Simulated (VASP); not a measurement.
# AlIn2N3 (Cmc2_1) in VASP: further runs

AlIn2N3 is run at these levels: PBE; tasks: single point.

Program: VASP 6.6.1. These are calculated values, not measurements. Logs are shortened: lines on timing, memory, paths and dates and some standing lists are left out, and cuts for length are marked.

**1. The cell of the first run**

The structure is orthorhombic, space group Cmc2_1 (No. 36). The conventional cell has a = 9.892 Å, b = 5.680 Å, c = 5.250 Å, α = 90.00°, β = 90.00°, γ = 90.00°. Al (site symmetry m) has 4 N at 1.83 Å within 2.4 Å. Within 2.8 Å of In (site symmetry 1) lie 4 N at 2.09 to 2.11 Å. Within 2.4 Å of N (site symmetry 1) lie 1 Al at 1.83 Å and 3 In at 2.09 to 2.11 Å. N (site symmetry m) has 2 Al at 1.83 Å and 2 In at 2.09 Å within 2.4 Å.

**2. Single point, PBE (volume scaled by 0.88, then relaxed in part)**

Contents of INCAR:

```
PREC     = Accurate       # precision mode
ENCUT    = 520            # plane-wave cutoff, eV
EDIFF    = 1E-6           # SCF threshold, eV
ISMEAR   = 0              # smearing method
SIGMA    = 0.02           # smearing width, eV
LREAL    = False          # projectors in reciprocal space
LASPH    = True           # aspherical terms in the spheres
NELM     = 80             # most SCF steps
ALGO     = Normal         # electronic algorithm
ISIF     = 2              # what is computed and relaxed
LWAVE    = False          # write WAVECAR
LCHARG   = True           # write CHGCAR
GGA      = PE             # functional
LELF     = True           # ELF
LVHAR    = True         
NBANDS   = 56             # bands
```

Contents of KPOINTS:

```
Automatic mesh
0
Gamma
  6 6 6
```

Contents of POSCAR:

```
AlIn2N3
1.0
    4.9460117833     -2.8401339615      0.0000000000
    4.9460117833      2.8401339615      0.0000000000
    0.0000000000      0.0000000000      5.2502057224
Al In N
2 4 6
Direct
    0.3390893939      0.6609106061      0.9887407092
    0.6609106061      0.3390893939      0.4887407092
    0.9846428791      0.3381654230      0.9859947443
    0.6618345770      0.0153571209      0.9859947443
    0.0153571209      0.6618345770      0.4859947443
    0.3381654230      0.9846428791      0.4859947443
    0.9715948181      0.3307405147      0.3874344636
    0.6692594853      0.0284051819      0.3874344636
    0.0284051819      0.6692594853      0.8874344636
    0.3307405147      0.9715948181      0.8874344636
    0.3710245345      0.6289754655      0.3364008750
    0.6289754655      0.3710245345      0.8364008750
```

Potentials or basis: VASP PAW PBE potentials, release 64 (Al, In_d, N).

On the command line:

```console
$ cat potpaw_PBE.64/Al/POTCAR potpaw_PBE.64/In_d/POTCAR potpaw_PBE.64/N/POTCAR > POTCAR
$ mpirun -np 1 vasp_std > vasp.out
```

OUTCAR:

```text
PREC = Accurate
   ENCUT = 520
   EDIFF = 1E-6
   ISMEAR = 0
   LREAL = False
   LASPH = True
   NELM = 80
   ISIF = 2
   GGA = PE

 ion  position               nearest neighbor table
   1  0.339  0.661  0.989-   9 1.83  10 1.83  12 1.83  11 1.83   3 3.18   4 3.18   6 3.20   5 3.20
                             2 3.20   2 3.20   6 3.22   5 3.22   3 3.34   4 3.34   4 3.35   3 3.35
   2  0.661  0.339  0.489-   7 1.83   8 1.83  11 1.83  12 1.83   6 3.18   5 3.18   4 3.20   3 3.20
                             1 3.20   1 3.20   4 3.22   3 3.22   5 3.34   6 3.34   6 3.35   5 3.35
   3  0.985  0.338  0.986-   9 2.09  10 2.09  12 2.09   7 2.11   1 3.18   4 3.19   2 3.20   2 3.22
                             5 3.26   5 3.26   6 3.31   6 3.31   1 3.34   4 3.34   4 3.34   1 3.35
   4  0.662  0.015  0.986-  10 2.09   9 2.09  12 2.09   8 2.11   1 3.18   3 3.19   2 3.20   2 3.22
                             6 3.26   6 3.26   5 3.31   5 3.31   1 3.34   3 3.34   3 3.34   1 3.35
   5  0.015  0.662  0.486-   7 2.09   8 2.09  11 2.09   9 2.11   2 3.18   6 3.19   1 3.20   1 3.22
                             3 3.26   3 3.26   4 3.31   4 3.31   2 3.34   6 3.34   6 3.34   2 3.35
   6  0.338  0.985  0.486-   8 2.09   7 2.09  11 2.09  10 2.11   2 3.18   5 3.19   1 3.20   1 3.22
                             4 3.26   4 3.26   3 3.31   3 3.31   2 3.34   5 3.34   5 3.34   2 3.35
   7  0.972  0.331  0.387-   2 1.83   5 2.09   6 2.09   3 2.11
   8  0.669  0.028  0.387-   2 1.83   6 2.09   5 2.09   4 2.11
   9  0.028  0.669  0.887-   1 1.83   3 2.09   4 2.09   5 2.11
  10  0.331  0.972  0.887-   1 1.83   4 2.09   3 2.09   6 2.11
  11  0.371  0.629  0.336-   2 1.83   1 1.83   5 2.09   6 2.09
  12  0.629  0.371  0.836-   1 1.83   2 1.83   3 2.09   4 2.09

  LATTYP: Found a base centered orthorhombic cell.
 ALAT       =     5.6802679230
 B/A-ratio  =     1.7414713004
 C/A-ratio  =     0.9242883951

  Lattice vectors:

 A1 = (  -4.9460117833,  -2.8401339615,   0.0000000000)
 A2 = (   4.9460117833,  -2.8401339615,   0.0000000000)
 A3 = (   0.0000000000,   0.0000000000,   5.2502057224)

Analysis of symmetry for initial positions (statically):
=====================================================================
 Subroutine PRICEL returns:
 Original cell was already a primitive cell.

 Routine SETGRP: Setting up the symmetry group for a
 base centered orthorhombic supercell.

 Subroutine GETGRP returns: Found  4 space group operations
 (whereof  2 operations were pure point group operations)
 out of a pool of  8 trial point group operations.

The static configuration has the point symmetry C_1h.
 The point group associated with its full space group is C_2v.

Analysis of symmetry for dynamics (positions and initial velocities):
[... 144 lines left out ...]
   NUPDOWN=      -1.0000    fix difference up-down
   EMIN   =  10.00;   EMAX   =-10.00  energy-range for DOS
   EFERMI =   0.00;   METHOD = LEGACY
   ISMEAR =     0;   SIGMA  =   0.02  broadening in eV -4-tet -1-fermi 0-gaus
   EFERMI_NEDOS =   21; number of points for ismear=-14 and -15
   IALGO  =     38    algorithm
   IMIX   =      4    mixing-type and parameters
     AMIX     =   0.40;   BMIX     =  1.00
     AMIX_MAG =   1.60;   BMIX_MAG =  1.00
  volume/ion in A,a.u.               =      12.29        82.95
  Fermi-wavevector in a.u.,A,eV,Ry     =   1.378168  2.604361 25.842201  1.899348
  Thomas-Fermi vector in A             =   2.503255
   LORBIT       =      0    0 simple, 1 ext, 2 COOP (PROOUT), +10 PAW based schemes
   GGA     = PE    functional components
   LHFCALC =     F    Hartree Fock is set to
   AEXX    =    0.0000 exact exchange contribution
   IVDW    =     0    specifies the selected vdW correction
   LEPSILON=     F    determine dielectric tensor
   LRPA    =     F    only Hartree local field effects (RPA)
 non-spin polarized calculation
 Gauss-broadening in eV      SIGMA  =   0.02
  energy-cutoff  :      520.00
  volume of cell :      147.50
 maximum number of plane-waves:      4002
   NGX = 21   NGY = 21   NGZ = 19

 number of electron      88.0000002 magnetization

 Free energy of the ion-electron system (eV)
  ---------------------------------------------------
  ext. energy  EPLUGINS =         0.00000000
  ---------------------------------------------------
  free energy    TOTEN  =       -71.02617262 eV

  energy without entropy =      -71.02617262  energy(sigma->0) =      -71.02617262

 E-fermi :   7.7354     XC(G=0): -11.3721

 val. band max:        7.6442754072   @ k =   0.0000   0.0000   0.0000
 cond. band min:       9.0765207632   @ k =   0.0000   0.0000   0.0000
 fundamental gap:      1.4322453560
 Fermi energy:         7.7354285755

 k-point     1 :       0.0000    0.0000    0.0000
  band No.  band energies     occupation
      1      -7.7291      2.00000
      2      -7.3934      2.00000
      3      -7.1576      2.00000
      4      -7.1493      2.00000
      5      -6.9670      2.00000
      6      -6.7780      2.00000
[... 1405 lines left out ...]
     55      16.5681      0.00000
     56      16.9096      0.00000

 [... further k-points ...]
[... 5 lines left out ...]
  --------------------------------------------------------------------------------------
  -------------------------------------------------------------------------------------
  Total       22.4251985     22.4915006     22.4935612      0.0000000      0.0000000      0.0000000
  in kB      243.5827842    244.3029584    244.3253407      0.0000000      0.0000000      0.0000000
  external PRESSURE =     244.0703611 kB  Pullay stress =       0.0000000 kB

 VOLUME and BASIS-vectors are now :
 -----------------------------------------------------------------------------
  energy-cutoff  :      520.00
  volume of cell :      147.50
      direct lattice vectors                 reciprocal lattice vectors
     4.946011783 -2.840133961  0.000000000     0.101091551 -0.176048034  0.000000000
     4.946011783  2.840133961  0.000000000     0.101091551  0.176048034  0.000000000
     0.000000000  0.000000000  5.250205722     0.000000000  0.000000000  0.190468727

 POSITION                                       TOTAL-FORCE (eV/Angst)
 -----------------------------------------------------------------------------------
      4.94601      0.91402      5.19109         0.000000      0.003715      0.000913
      4.94601     -0.91402      2.56599         0.000000     -0.003715      0.000913
      6.54263     -1.83608      5.17668        -0.005044     -0.000894     -0.005581
      3.34940     -1.83608      5.17668         0.005044     -0.000894     -0.005581
      3.34940      1.83608      2.55157         0.005044      0.000894     -0.005581
      6.54263      1.83608      2.55157        -0.005044      0.000894     -0.005581
      6.44137     -1.82011      2.03411        -0.024583      0.018323      0.015314
      3.45066     -1.82011      2.03411         0.024583      0.018323      0.015314
      3.45066      1.82011      4.65921         0.024583     -0.018323      0.015314
      6.44137      1.82011      4.65921        -0.024583     -0.018323      0.015314
      4.94601      0.73262      1.76617         0.000000     -0.026952     -0.020379
      4.94601     -0.73262      4.39128         0.000000      0.026952     -0.020379
 -----------------------------------------------------------------------------------
    total drift:                                0.000001      0.000000      0.000496

  FREE ENERGIE OF THE ION-ELECTRON SYSTEM (eV)
  ---------------------------------------------------
  free  energy   TOTEN  =       -71.0261726229 eV

  energy  without entropy=      -71.0261726229  energy(sigma->0) =      -71.02617262
```

OSZICAR:

```text
N       E                     dE             d eps       ncg     rms          rms(c)
DAV:   1     0.111948931195E+04    0.11195E+04   -0.39786E+04  5920   0.211E+03
DAV:   2     0.149392573205E+03   -0.97010E+03   -0.92306E+03  5920   0.588E+02
DAV:   3    -0.678649486008E+02   -0.21726E+03   -0.21011E+03  6712   0.246E+02
DAV:   4    -0.870352423383E+02   -0.19170E+02   -0.19026E+02  7992   0.774E+01
DAV:   5    -0.873654842513E+02   -0.33024E+00   -0.32988E+00  7832   0.118E+01    0.271E+01
DAV:   6    -0.705352242965E+02    0.16830E+02   -0.53127E+01  9448   0.743E+01    0.235E+01
DAV:   7    -0.711717237334E+02   -0.63650E+00   -0.90839E+00  6744   0.145E+01    0.593E+00
DAV:   8    -0.710640349642E+02    0.10769E+00   -0.59646E-01  8864   0.677E+00    0.433E+00
DAV:   9    -0.710258103460E+02    0.38225E-01   -0.12952E-01  9232   0.376E+00    0.682E-01
DAV:  10    -0.710251742179E+02    0.63613E-03   -0.21593E-02  9112   0.136E+00    0.608E-01
DAV:  11    -0.710258233444E+02   -0.64913E-03   -0.45381E-03  8768   0.370E-01    0.379E-01
DAV:  12    -0.710260793490E+02   -0.25600E-03   -0.50214E-04  9016   0.155E-01    0.171E-01
DAV:  13    -0.710261681250E+02   -0.88776E-04   -0.21196E-04  7944   0.148E-01    0.576E-02
DAV:  14    -0.710261713719E+02   -0.32468E-05   -0.44665E-05  7312   0.355E-02    0.404E-02
DAV:  15    -0.710261725276E+02   -0.11558E-05   -0.54685E-06  6272   0.124E-02    0.212E-02
DAV:  16    -0.710261726229E+02   -0.95284E-07   -0.83111E-07  4272   0.638E-03
   1 F= -.71026173E+02 E0= -.71026173E+02  d E =-.497473E-13
```

stdout:

```text
POSCAR found type information on POSCAR AlInN
 POSCAR found :  3 types and      12 ions
 scaLAPACK will be used
 LDA part: xc-table for (Slater+PW92), standard interpolation
 POSCAR, INCAR and KPOINTS ok, starting setup
 FFT: planning ... GRIDC
 FFT: planning ... GRID_SOFT
 FFT: planning ... GRID
 WAVECAR not read
 entering main loop
```

Run time: 4.2 min. Hardware: 1 thread of Intel Xeon 6975P-C (Granite Rapids), shared host; peak memory 0.45 GiB.

What came out:

| Item | Value |
| --- | --- |
| Free energy | -71.0262 eV |
| Pressure | 24.4 GPa |
| Largest force | 0.034 eV/Å |
| Band gap on the k mesh | 1.43 eV, direct |

Forces on the atoms (eV/Å):
```
Al   0.000  0.004  0.001
Al   0.000 -0.004  0.001
In  -0.005 -0.001 -0.006
In   0.005 -0.001 -0.006
In   0.005  0.001 -0.006
In  -0.005  0.001 -0.006
N   -0.025  0.018  0.015
N    0.025  0.018  0.015
N    0.025 -0.018  0.015
N   -0.025 -0.018  0.015
N    0.000 -0.027 -0.020
N    0.000  0.027 -0.020
```

Levels at points of the mesh, in eV from the valence-band top:
| k point | band 41 | band 42 | band 43 | band 44 | band 45 | band 46 | band 47 | band 48 |
| --- | --- | --- | --- | --- | --- | --- | --- | --- |
| (0.00, 0.00, 0.00) | -0.67 | -0.07 | -0.02 | 0.00 | 1.43 | 4.10 | 5.15 | 5.51 |
| (0.50, 0.00, 0.00) | -0.86 | -0.73 | -0.71 | -0.47 | 4.11 | 4.18 | 5.30 | 5.37 |
| (0.50, 0.50, 0.00) | -0.88 | -0.82 | -0.58 | -0.44 | 4.10 | 4.25 | 4.90 | 5.61 |
| (0.00, 0.00, 0.50) | -0.36 | -0.36 | -0.25 | -0.25 | 3.76 | 3.76 | 6.47 | 6.47 |
| (0.50, 0.00, 0.50) | -1.06 | -1.06 | -1.00 | -1.00 | 4.42 | 4.42 | 4.93 | 4.93 |
| (0.50, 0.50, 0.50) | -1.10 | -1.10 | -0.78 | -0.78 | 4.39 | 4.39 | 5.10 | 5.10 |

Caveat: spin-orbit coupling is left out, which moves the levels of the heavy elements.

(Continued in part 2 of 2.)
